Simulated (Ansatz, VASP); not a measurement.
## Two plane-wave programs on AlN

```
Al N
1.0
     3.10669    0.00000    0.00000
    -1.55335    2.69048    0.00000
     0.00000    0.00000    4.97859
Al N
2 2
Cartesian
  0.0000 1.7937 -0.0040
  1.5533 0.8968 2.4853
  0.0000 1.7937 1.8958
  1.5533 0.8968 4.3851
```

Alike in both runs: task single point; functional PBE0; k mesh 6 × 6 × 4; no spin polarisation.

```csv
,VASP,Ansatz
version,VASP 6.6.1,Ansatz 0.2.0
potentials or method,"VASP PAW PBE potentials, release 64 (Al, N)","plane waves, PAW"
plane-wave cutoff (eV),520,420
occupations,"gaussian, width 0.01 eV",fixed
valence electrons in the cell,16,16
```

VASP gave:

- gap on the k mesh at the Fermi level (eV): 6.33
- pressure (GPa): -0.8
- traceless stress, the component that is largest in VASP (GPa): -0.10
- rms of the force components (eV/Å): 0.004

Problem. What did Ansatz give for the same quantities?

Solution. gap on the k mesh at the Fermi level (eV): 6.33; pressure (GPa): -0.7; traceless stress, the component that is largest in VASP (GPa): -0.18; rms of the force components (eV/Å): 0.006.

Atom by atom the forces differ by 0.002 eV/Å (rms over components). Ansatz's warnings: stress exchange threshold loose, stress scf threshold loose.
